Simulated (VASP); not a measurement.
Write the native input for VASP 6.6.1 that does the following.

| Property | Result |
| --- | --- |
| Task | single point |
| Functional | PBEsol |
| Potentials or basis | VASP PAW PBE potentials, release 64 (Mg) |
| Cutoff | 520 eV |
| k mesh | 9 × 9 × 5 |
| Occupations | gaussian, width 0.1 eV |
| Spin | no spin polarisation |
| Dipole correction | no |
| Further INCAR settings | ALGO = Normal; EDIFF = 1e-06; NBANDS = 9 |

The structure of Mg lies in POSCAR:

```
Mg
1.0
    3.1701722512      0.0000000000      0.0000000000
   -1.5850861256      2.7454497039      0.0000000000
    0.0000000000      0.0000000000      5.1647064103
Mg
2
Direct
    0.3333333333      0.6666666667      0.2500000000
    0.6666666667      0.3333333333      0.7500000000
```

The input as run:

INCAR

```
PREC = Accurate ; ENCUT = 520
EDIFF = 1E-6 ; ISMEAR = 0
SIGMA = 0.1 ; LREAL = False
LASPH = True ; NELM = 100
ALGO = Normal ; ISIF = 2
LWAVE = False ; LCHARG = True
GGA = PS ; LELF = True
LVHAR = True ; NBANDS = 9
```

KPOINTS

```
Automatic mesh
0
Gamma
  9 9 5
```

Potentials or basis: VASP PAW PBE potentials, release 64 (Mg).

Run with:

```bash
$ cat potpaw_PBE.64/Mg/POTCAR > POTCAR
$ mpirun -np 1 vasp_std > vasp.out
```

It gave:

```yaml
Pressure: 0.0 GPa
Band_gap_on_the_k_mesh: zero (band 2 reaches 3.67 eV, above the bottom of band 3 at 1.43 eV)
```

Caveat: the PAW data sets were made with another functional, which shifts forces and pressure a little.

Run time: 14 s on 1 thread of AMD EPYC 7R43 64-Core Processor (Zen 3) (shared host), peak memory 0.12 GiB.
